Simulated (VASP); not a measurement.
# TaAs3 (P6_3/mmc) in VASP: notebook

The runs below take TaAs3 through single point, with PBE.

Everything below comes from runs of VASP 6.6.1. Logs are shortened: lines on timing, memory, paths and dates and some standing lists are left out, and cuts for length are marked.

### Step 1. The cell of the first run

Symmetry: P6_3/mmc, No. 194, hexagonal system. Conventional cell: a = 6.075 Å, b = 6.075 Å, c = 4.744 Å, α = 90.00°, β = 90.00°, γ = 120.00°. Within 3.7 Å of Ta (site symmetry -6m2) lie 12 As at 2.82 to 3.05 Å. Within 3.5 Å of As (site symmetry mm2) lie 8 As at 2.65 to 3.43 Å and 4 Ta at 2.82 to 3.05 Å.

### Step 2. Single point, PBE

File INCAR:

```
SYSTEM = TaAs3
  PREC = Accurate
  ENCUT = 520
  EDIFF = 1E-6
  ISMEAR = 0
  SIGMA = 0.1
  LREAL = .False.
  LASPH = .True.
  NELM = 80
  ALGO = Normal
  ISIF = 2
  LWAVE = .False.
  LCHARG = .False.
  GGA = PE
  NBANDS = 36
```

File KPOINTS:

```
regular mesh
0
Gamma
  3 3 4
  0 0 0
```

File POSCAR:

```
TaAs3
1.0
    6.0750046545      0.0000000000      0.0000000000
   -3.0375023272      5.2611083589      0.0000000000
    0.0000000000      0.0000000000      4.7440768626
Ta As
2 6
Direct
    0.3333333333      0.6666666667      0.2500000000
    0.6666666667      0.3333333333      0.7500000000
    0.8119845914      0.6239691827      0.2500000000
    0.1880154086      0.8119845914      0.7500000000
    0.3760308173      0.1880154086      0.2500000000
    0.1880154086      0.3760308173      0.7500000000
    0.8119845914      0.1880154086      0.2500000000
    0.6239691827      0.8119845914      0.7500000000
```

Potentials or basis: VASP PAW PBE potentials, release 64 (Ta_pv, As).

Launch:

```bash
$ cat potpaw_PBE.64/Ta_pv/POTCAR potpaw_PBE.64/As/POTCAR > POTCAR
$ mpirun -np 1 vasp_std > vasp.out
```

OUTCAR:

```text
SYSTEM = TaAs3
   PREC = Accurate
   ENCUT = 520
   EDIFF = 1E-6
   ISMEAR = 0
   LREAL = .False.
   LASPH = .True.
   NELM = 80
   ISIF = 2
   GGA = PE

 ion  position               nearest neighbor table
   1  0.333  0.667  0.250-   4 2.82   4 2.82   6 2.82   6 2.82   8 2.82   8 2.82   5 3.05   3 3.05
                             7 3.05   7 3.05   5 3.05   3 3.05
   2  0.667  0.333  0.750-   7 2.82   7 2.82   3 2.82   3 2.82   5 2.82   5 2.82   8 3.05   6 3.05
                             4 3.05   4 3.05   8 3.05   6 3.05
   3  0.812  0.624  0.250-   7 2.65   5 2.65   2 2.82   2 2.82   1 3.05   1 3.05
   4  0.188  0.812  0.750-   6 2.65   8 2.65   1 2.82   1 2.82   2 3.05   2 3.05
   5  0.376  0.188  0.250-   7 2.65   3 2.65   2 2.82   2 2.82   1 3.05   1 3.05
   6  0.188  0.376  0.750-   4 2.65   8 2.65   1 2.82   1 2.82   2 3.05   2 3.05
   7  0.812  0.188  0.250-   3 2.65   5 2.65   2 2.82   2 2.82   1 3.05   1 3.05
   8  0.624  0.812  0.750-   4 2.65   6 2.65   1 2.82   1 2.82   2 3.05   2 3.05

  LATTYP: Found a hexagonal cell.
 ALAT       =     6.0750046545
 C/A-ratio  =     0.7809174038

  Lattice vectors:

 A1 = (   6.0750046545,   0.0000000000,   0.0000000000)
 A2 = (  -3.0375023272,   5.2611083589,   0.0000000000)
 A3 = (   0.0000000000,   0.0000000000,   4.7440768626)

Analysis of symmetry for initial positions (statically):
=====================================================================
 Subroutine PRICEL returns:
 Original cell was already a primitive cell.

 Routine SETGRP: Setting up the symmetry group for a
 hexagonal supercell.

 Subroutine GETGRP returns: Found 24 space group operations
 (whereof 12 operations were pure point group operations)
 out of a pool of 24 trial point group operations.

The static configuration has the point symmetry D_3d.
 The point group associated with its full space group is D_6h.

Analysis of symmetry for dynamics (positions and initial velocities):
=====================================================================
 Subroutine PRICEL returns:
 Original cell was already a primitive cell.

 Routine SETGRP: Setting up the symmetry group for a
 hexagonal supercell.

 Subroutine GETGRP returns: Found 24 space group operations
 (whereof 12 operations were pure point group operations)
 out of a pool of 24 trial point group operations.

The dynamic configuration has the point symmetry D_3d.
 The point group associated with its full space group is D_6h.

 Subroutine INISYM returns: Found 24 space group operations
 (whereof 12 operations are pure point group operations),
 and found     1 'primitive' translations

----------------------------------------------------------------------------------------

                                     Primitive cell

  volume of cell :     151.6267

  direct lattice vectors                    reciprocal lattice vectors
     6.075004654  0.000000000  0.000000000     0.164608927  0.095037009  0.000000000
    -3.037502327  5.261108359  0.000000000     0.000000000  0.190074017  0.000000000
     0.000000000  0.000000000  4.744076863     0.000000000  0.000000000  0.210789165

  length of vectors
     6.075004654  6.075004654  4.744076863     0.190074017  0.190074017  0.210789165

  position of ions in fractional coordinates (direct lattice)
     0.333333333  0.666666667  0.250000000
     0.666666667  0.333333333  0.750000000
     0.811984591  0.623969183  0.250000000
     0.188015409  0.811984591  0.750000000
     0.376030817  0.188015409  0.250000000
     0.188015409  0.376030817  0.750000000
     0.811984591  0.188015409  0.250000000
     0.623969183  0.811984591  0.750000000

  ion indices of the primitive-cell ions
   primitive index   ion index
                 1           1
                 2           2
                 3           3
                 4           4
                 5           5
                 6           6
                 7           7
                 8           8

----------------------------------------------------------------------------------------

 KPOINTS: regular mesh

Automatic generation of k-mesh.
 Grid dimensions read from file:
 generate k-points for:    3    3    4

 Generating k-lattice:

  Cartesian coordinates                     Fractional coordinates (reciprocal lattice)
     0.054869642  0.031679003  0.000000000     0.333333333  0.000000000  0.000000000
     0.000000000  0.063358006  0.000000000     0.000000000  0.333333333  0.000000000
     0.000000000  0.000000000  0.052697291     0.000000000  0.000000000  0.250000000

  Length of vectors
     0.063358006  0.063358006  0.052697291

  Shift w.r.t. Gamma in fractional coordinates (k-lattice)
     0.000000000  0.000000000  0.000000000

 Subroutine IBZKPT returns following result:
 ===========================================

 Found      9 irreducible k-points:

 Following reciprocal coordinates:
            Coordinates               Weight
  0.000000  0.000000  0.000000      1.000000
  0.333333  0.000000  0.000000      6.000000
  0.333333  0.333333  0.000000      2.000000
  0.000000  0.000000  0.250000      2.000000
  0.333333  0.000000  0.250000     12.000000
  0.333333  0.333333  0.250000      4.000000
  0.000000  0.000000  0.500000      1.000000
  0.333333  0.000000  0.500000      6.000000
  0.333333  0.333333  0.500000      2.000000
   k-points           NKPTS =      9   k-points in BZ     NKDIM =      9   number of bands    NBANDS=     36
   number of dos      NEDOS =    301   number of ions     NIONS =      8
   total plane-waves  NPLWV =  82944
   dimension x,y,z NGX =    48 NGY =   48 NGZ =   36
   dimension x,y,z NGXF=    96 NGYF=   96 NGZF=   72
   ions per type =               2   6
   NGX,Y,Z   is equivalent  to a cutoff of  13.14, 13.14, 12.62 a.u.
   NGXF,Y,Z  is equivalent  to a cutoff of  26.27, 26.27, 25.23 a.u.
 SYSTEM =  TaAs3
   PREC   = accura    normal or accurate (medium, high low for compatibility)
   ISTART =      0    job   : 0-new  1-cont  2-samecut
   ICHARG =      2    charge: 1-file 2-atom 10-const
   ISPIN  =      1    spin polarized calculation?
   LNONCOLLINEAR =      F non collinear calculations
   LSORBIT =      F    spin-orbit coupling
   LASPH  =      T    aspherical Exc in radial PAW
   ENCUT  =  520.0 eV  38.22 Ry    6.18 a.u.  11.30 11.30  8.82*2*pi/ulx,y,z
   NELM   =     80;   NELMIN=  2; NELMDL= -5     # of ELM steps
   EDIFF  = 0.1E-05   stopping-criterion for ELM
   LREAL  =      F    real-space projection
   EDIFFG = 0.1E-04   stopping-criterion for IOM
   NSW    =      0    number of steps for IOM
   IBRION =     -1    ionic relax: 0-MD 1-quasi-New 2-CG
   NFREE  =      0    steps in history (QN), initial steepest desc. (CG)
   ISIF   =      2    stress and relaxation
   ISYM   =      2    0-nonsym 1-usesym 2-fastsym
   POTIM  = 0.5000    time-step for ionic-motion
   TEBEG  =    0.0;   TEEND  =   0.0 temperature during run
   PSTRESS=    0.0 pullay stress
   NELECT =      52.0000    total number of electrons
   NUPDOWN=      -1.0000    fix difference up-down
   EMIN   =  10.00;   EMAX   =-10.00  energy-range for DOS
   EFERMI =   0.00;   METHOD = LEGACY
   ISMEAR =     0;   SIGMA  =   0.10  broadening in eV -4-tet -1-fermi 0-gaus
   EFERMI_NEDOS =   21; number of points for ismear=-14 and -15
   IALGO  =     38    algorithm
   IMIX   =      4    mixing-type and parameters
     AMIX     =   0.40;   BMIX     =  1.00
     AMIX_MAG =   1.60;   BMIX_MAG =  1.00
  volume/ion in A,a.u.               =      18.95       127.90
  Fermi-wavevector in a.u.,A,eV,Ry     =   1.145911  2.165457 17.865962  1.313111
  Thomas-Fermi vector in A             =   2.282597
   LORBIT       =      0    0 simple, 1 ext, 2 COOP (PROOUT), +10 PAW based schemes
   GGA     = PE    functional components
   LHFCALC =     F    Hartree Fock is set to
   AEXX    =    0.0000 exact exchange contribution
   IVDW    =     0    specifies the selected vdW correction
   LEPSILON=     F    determine dielectric tensor
   LRPA    =     F    only Hartree local field effects (RPA)
 non-spin polarized calculation
 Gauss-broadening in eV      SIGMA  =   0.10
  energy-cutoff  :      520.00
  volume of cell :      151.63
 maximum number of plane-waves:      4110
 NGX is ok and might be reduce to    48
   NGX = 23   NGY = 23   NGZ = 17

 number of electron      51.9999990 magnetization

 Free energy of the ion-electron system (eV)
  ---------------------------------------------------
  ext. energy  EPLUGINS =         0.00000000
  ---------------------------------------------------
  free energy    TOTEN  =       -49.44821073 eV

  energy without entropy =      -49.41373221  energy(sigma->0) =      -49.43097147

 E-fermi :   6.4373     XC(G=0): -11.0908

 val. band max:        6.3634336667   @ k =   0.0000   0.0000   0.2500
 cond. band min:       6.4563637372   @ k =   0.0000   0.0000   0.2500
 fundamental gap:      0.0929300704
 Fermi energy:         6.4372574069

 k-point     1 :       0.0000    0.0000    0.0000
  band No.  band energies     occupation
      1     -28.7342      2.00000
      2     -28.7342      2.00000
      3     -28.7223      2.00000
      4     -28.7223      2.00000
      5     -28.6117      2.00000
      6     -28.6009      2.00000
[... 28 lines left out ...]
     35       9.6994      0.00000
     36       9.9113      0.00000

 k-point     2 :       0.3333    0.0000    0.0000
  band No.  band energies     occupation
      1     -28.7356      2.00000
      2     -28.7327      2.00000
      3     -28.7240      2.00000
      4     -28.7210      2.00000
      5     -28.6094      2.00000
      6     -28.6032      2.00000
[... 28 lines left out ...]
     35       9.5465      0.00000
     36       9.9508      0.00000
[... 232 lines left out ...]
     35      10.2406      0.00000
     36      10.2808      0.00000

 k-point     9 :       0.3333    0.3333    0.5000
  band No.  band energies     occupation
      1     -28.7284      2.00000
      2     -28.7284      2.00000
      3     -28.7278      2.00000
      4     -28.7278      2.00000
      5     -28.6135      2.00000
      6     -28.6135      2.00000
[... 28 lines left out ...]
     35      10.1949      0.00000
     36      10.2716      0.00000

------------------------ aborting loop because EDIFF is reached ----------------------------------------

  FORCE on cell =-STRESS in cart. coord.  units (eV):
  Direction    XX          YY          ZZ          XY          YZ          ZX
  --------------------------------------------------------------------------------------
  -------------------------------------------------------------------------------------
  Total        0.2601059      0.2601059      0.1789282      0.0000000     -0.0000000      0.0000000
  in kB        2.7484333      2.7484333      1.8906620      0.0000000     -0.0000000      0.0000000
  external PRESSURE =       2.4625096 kB  Pullay stress =       0.0000000 kB

 VOLUME and BASIS-vectors are now :
 -----------------------------------------------------------------------------
  energy-cutoff  :      520.00
  volume of cell :      151.63
      direct lattice vectors                 reciprocal lattice vectors
     6.075004654  0.000000000  0.000000000     0.164608927  0.095037009  0.000000000
    -3.037502327  5.261108359  0.000000000     0.000000000  0.190074017  0.000000000
     0.000000000  0.000000000  4.744076863     0.000000000  0.000000000  0.210789165

 POSITION                                       TOTAL-FORCE (eV/Angst)
 -----------------------------------------------------------------------------------
     -0.00000      3.50741      1.18602        -0.000000      0.000000      0.000000
      3.03750      1.75370      3.55806         0.000000      0.000000      0.000000
      3.03750      3.28277      1.18602         0.000000      0.040238     -0.000000
     -1.32421      4.27194      3.55806        -0.034847      0.020119     -0.000000
      1.71329      0.98917      1.18602        -0.034847     -0.020119      0.000000
     -0.00000      1.97834      3.55806        -0.000000     -0.040238      0.000000
      4.36171      0.98917      1.18602         0.034847     -0.020119      0.000000
      1.32421      4.27194      3.55806         0.034847      0.020119     -0.000000
 -----------------------------------------------------------------------------------
    total drift:                               -0.000000      0.000000     -0.000000

  FREE ENERGIE OF THE ION-ELECTRON SYSTEM (eV)
  ---------------------------------------------------
  free  energy   TOTEN  =       -49.4482107253 eV

  energy  without entropy=      -49.4137322072  energy(sigma->0) =      -49.43097147
```

Wall time 29 s (1 thread of Intel Xeon 6975P-C (Granite Rapids), shared host); peak memory 0.27 GiB.

Results:

- Free energy: -49.4482 eV
- Pressure: 0.2 GPa
- Largest force: 0.040 eV/Å
- Band gap on the k mesh: zero (bands 26 and 27 overlap by 1.10 eV)

Forces in eV/Å, atoms in the order of the input:
```
Ta   0.000  0.000  0.000
Ta   0.000  0.000  0.000
As   0.000  0.040  0.000
As  -0.035  0.020  0.000
As  -0.035 -0.020  0.000
As   0.000 -0.040  0.000
As   0.035 -0.020  0.000
As   0.035  0.020  0.000
```

Levels at points of the mesh, in eV from the Fermi level:
```csv
k point,band 23,band 24,band 25,band 26,band 27,band 28,band 29,band 30
"(0.00, 0.00, 0.00)",-2.87,-0.41,-0.21,-0.18,-0.18,0.37,0.38,1.37
"(0.00, 0.00, 0.50)",0.05,0.05,0.37,0.37,0.68,0.68,0.68,0.68
```

Caveat: the k points lie up to 0.40 Å⁻¹ apart, too coarse for converged energies and pressures of a metal; spin-orbit coupling is left out, which moves the levels of the heavy elements.

### Step 3. Single point, PBE

This run uses another cell than the first one, of 20.05 Å³/atom.

File INCAR:

```
  PREC = Accurate
  ENCUT = 520
  EDIFF = 1E-6
  ISMEAR = 0
  SIGMA = 0.1
  LREAL = False
  LASPH = True
  NELM = 100
  ALGO = Normal
  ISIF = 2
  LWAVE = False
  LCHARG = False
  GGA = PE
  NBANDS = 36
```

File KPOINTS:

```
Automatic mesh
0
Gamma
  3 3 4
```

File POSCAR:

```
TaAs3
1.0
    6.1338980269      0.0000000000      0.0000000000
   -3.0669490134      5.3121115155      0.0000000000
    0.0000000000      0.0000000000      4.9233995799
Ta As
2 6
Direct
    0.3333333333      0.6666666667      0.2500000000
    0.6666666667      0.3333333333      0.7500000000
    0.8330000000      0.6660000000      0.2500000000
    0.1670000000      0.8330000000      0.7500000000
    0.3340000000      0.1670000000      0.2500000000
    0.1670000000      0.3340000000      0.7500000000
    0.8330000000      0.1670000000      0.2500000000
    0.6660000000      0.8330000000      0.7500000000
```

Potentials or basis: VASP PAW PBE potentials, release 64 (Ta_pv, As).

Launch:

```bash
$ cat potpaw_PBE.64/Ta_pv/POTCAR potpaw_PBE.64/As/POTCAR > POTCAR
$ mpirun -np 1 vasp_std > vasp.out
```

Run time: 32 s. Hardware: 1 thread of Intel Xeon 6975P-C (Granite Rapids), shared host; peak memory 0.31 GiB.

It converged, with:

- Free energy: -47.9598 eV
- Pressure: -9.1 GPa
- Largest force: 1.421 eV/Å
- Band gap on the k mesh: zero (bands 26 and 27 overlap by 0.74 eV)

Forces in eV/Å, atoms in the order of the input:
```
Ta   0.000  0.000  0.000
Ta   0.000  0.000  0.000
As   0.000 -1.421  0.000
As   1.231 -0.710  0.000
As   1.231  0.710  0.000
As   0.000  1.421  0.000
As  -1.231  0.710  0.000
As  -1.231 -0.710  0.000
```

Stress tensor (GPa, compression positive):
```
-9.20  0.00  0.00
 0.00 -9.20  0.00
 0.00  0.00 -8.90
```

Levels at points of the mesh, in eV from the Fermi level:
```
           k point  band 22  band 23  band 24  band 25  band 26  band 27  band 28  band 29  band 30  band 31
(0.00, 0.00, 0.00)    -2.26    -2.26    -0.20    -0.20    -0.15     0.07     0.24     1.06     1.06     1.15
(0.00, 0.00, 0.50)     0.22     0.22     0.22     0.27     0.27     0.62     0.62     0.62     0.62     1.56
```

Caveat: the k points lie up to 0.39 Å⁻¹ apart, too coarse for converged energies and pressures of a metal; spin-orbit coupling is left out, which moves the levels of the heavy elements; forces of over 1 eV/Å act on the atoms, so gaps and moduli don't describe the material at rest.

(Part 1 of 2 ends here.)
